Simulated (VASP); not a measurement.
Wanted: the native input for a VASP 6.6.1 run.

- Task: single point
- Functional: PBEsol
- Potentials or basis: VASP PAW PBE potentials, release 64 (Ta_pv, C, H)
- Cutoff: 520 eV
- k mesh: 3 × 3 × 1
- Occupations: fermi-dirac, width 0.05 eV
- Spin: no spin polarisation
- Dipole correction: no
- Further INCAR settings: LREAL = Auto; ALGO = Normal; EDIFF = 1e-06; NBANDS = 106

The structure of Ta16HC lies in POSCAR:

```
Ta16HC
1.0
    6.6200000000      0.0000000000      0.0000000000
    0.0000000000      6.6200000000      0.0000000000
    0.0000000000      0.0000000000     17.9650000000
Ta C H
16 1 1
Direct
    0.2500000000      0.2500000000      0.0556637907
    0.7500000000      0.2500000000      0.0556637907
    0.2500000000      0.7500000000      0.0556637907
    0.7500000000      0.7500000000      0.0556637907
   -0.0096072508     -0.0021752266      0.1334149736
    0.5062537764      0.0025981873      0.1409184525
   -0.0079456193      0.5098036254      0.1435847481
    0.4756797583      0.5042296073      0.1423879766
    0.2435347432      0.2214501511      0.2180239354
    0.7146827795      0.2667220544      0.2147954356
    0.2474018127      0.7546374622      0.2354745338
    0.7530513595      0.7826888218      0.2296187030
    0.0044864048      0.0232779456      0.3092012246
    0.5096374622      0.0357552870      0.3212468689
   -0.0288066465      0.4430211480      0.3139716115
    0.4535951662      0.5065105740      0.3140606735
    0.7242447130      0.2776888218      0.3461898135
    0.7367522659      0.0539728097      0.3720345116
```

One way to write it, as run:

INCAR

```
SYSTEM = Ta16HC
PREC     = Accurate       ! precision mode
ENCUT    = 520            ! plane-wave cutoff, eV
EDIFF    = 1E-6           ! SCF threshold, eV
ISMEAR   = -1             ! smearing method
SIGMA    = 0.05           ! smearing width, eV
LREAL    = Auto         
LASPH    = .TRUE.         ! aspherical terms in the spheres
NELM     = 80             ! most SCF steps
ALGO     = Normal         ! electronic algorithm
ISIF     = 2              ! what is computed and relaxed
LWAVE    = .FALSE.        ! write WAVECAR
LCHARG   = .FALSE.        ! write CHGCAR
GGA      = PS             ! functional
NBANDS   = 106            ! bands
```

KPOINTS

```
Automatic mesh
0
G
  3 3 1
  0 0 0
```

Potentials or basis: VASP PAW PBE potentials, release 64 (Ta_pv, C, H).

Run with:

```console
$ cat potpaw_PBE.64/Ta_pv/POTCAR potpaw_PBE.64/C/POTCAR potpaw_PBE.64/H/POTCAR > POTCAR
$ mpirun -np 1 vasp_std > vasp.out
```

Results of the run:

```yaml
Largest_force: 3.357 eV/Å
```

Caveat: the PAW data sets were made with another functional, which shifts forces and pressure a little.

Run time: 30 min on 1 thread of Oxide Virtual Turin-like Processor (shared host), peak memory 0.81 GiB.
